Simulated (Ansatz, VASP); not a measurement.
# AlO2: VASP beside Ansatz

```xyz
12
Lattice="9.4400 0.0000 0.0000 0.0000 2.8400 0.0000 0.0000 0.0000 4.4200" Properties=species:S:1:pos:R:3 pbc="T T T"
Al    1.3782    0.7100    4.2078
Al    8.0618    2.1300    0.2122
Al    3.3418    2.1300    1.9978
Al    6.0982    0.7100    2.4222
O     7.5614    0.7100    1.2685
O     1.8786    2.1300    3.1515
O     6.5986    2.1300    3.4785
O     2.8414    0.7100    0.9415
O     8.9114    0.7100    3.5448
O     0.5286    2.1300    0.8752
O     5.2486    2.1300    1.3348
O     4.1914    0.7100    3.0852
```

Alike in both runs: task single point; functional PBE; k mesh 2 × 6 × 4; occupations gaussian, width 0.1 eV; collinear spin.

```csv
,VASP,Ansatz
version,VASP 6.6.1,Ansatz 0.2.0
potentials or method,"VASP PAW PBE potentials, release 64 (Al, O), cutoff 520 eV","scalar-relativistic, plane waves, PAW"
valence electrons in the cell,60,60
```

|  | VASP | Ansatz | Ansatz less VASP |
| --- | --- | --- | --- |
| gap on the k mesh at the Fermi level (eV) | none | none | - |
| pressure (GPa) | -0.2 | -0.1 | +0.12 |
| traceless stress, the component that is largest in VASP (GPa) | 4.69 | 4.52 | -0.169 |
| rms of the force components (eV/Å) | 0.475 | 0.474 | -0.0010 |
| net moment per atom (μB) | 0.33 | 0.33 | 0.000 |
| size of the moment on the site where the two differ most (μB) | 0.60 | 0.63 | +0.036 |

Site moments also hang on the region over which each program counts them. Atom by atom the forces differ by 0.003 eV/Å (rms over components). A gap of «none» marks a metal or a gap that the smearing closes.

The k mesh is coarse, so the values compare programs but aren't converged.
